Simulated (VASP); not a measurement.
Runs of VASP 6.6.1 on RbCl (rocksalt type). The structure is that of space group Fm-3m (No. 225), or close to it. The cells are those of the table. 

```csv
task,level,cell,cutoff (eV),k mesh for the DOS,occupations for the DOS,gap on the mesh (eV),pressure (GPa)
electric field gradients,PBE,"a = 4.696 Å, angles 60.0°, 2 atoms",400,-,-,4.91,0.4
single point,PBE,"a = 4.775 Å, angles 60.0°, 2 atoms",500,-,-,4.76,-0.3
electric field gradients,RPBE,"a = 4.696 Å, angles 60.0°, 2 atoms",400,-,-,(b),1.8
electric field gradients,PBE,"a = 4.736 Å, angles 60.0°, 2 atoms",400,-,-,4.83,0.0
electric field gradients,PBE,"a = 4.656 Å, angles 60.0°, 2 atoms",400,-,-,4.99,(a)
single point,PBE,"a = 4.736 Å, angles 60.0°, 2 atoms",500,-,-,4.83,0.0
electric field gradients,PBE,"a = 4.775 Å, angles 60.0°, 2 atoms",400,-,-,4.76,-0.3
```

Alike in all rows: potentials or basis VASP PAW PBE potentials, release 64 (Rb_sv, Cl); no spin polarisation; k mesh 10 × 10 × 10; smearing fermi-dirac 0.05 eV.

Fill in the values left out.

(a) 0.8; (b) 5.25.

Caveats: the PAW data sets were made with another functional, which shifts forces and pressure a little (some runs).

A k mesh can miss the band edges, and the runs leave out spin-orbit coupling on Rb.
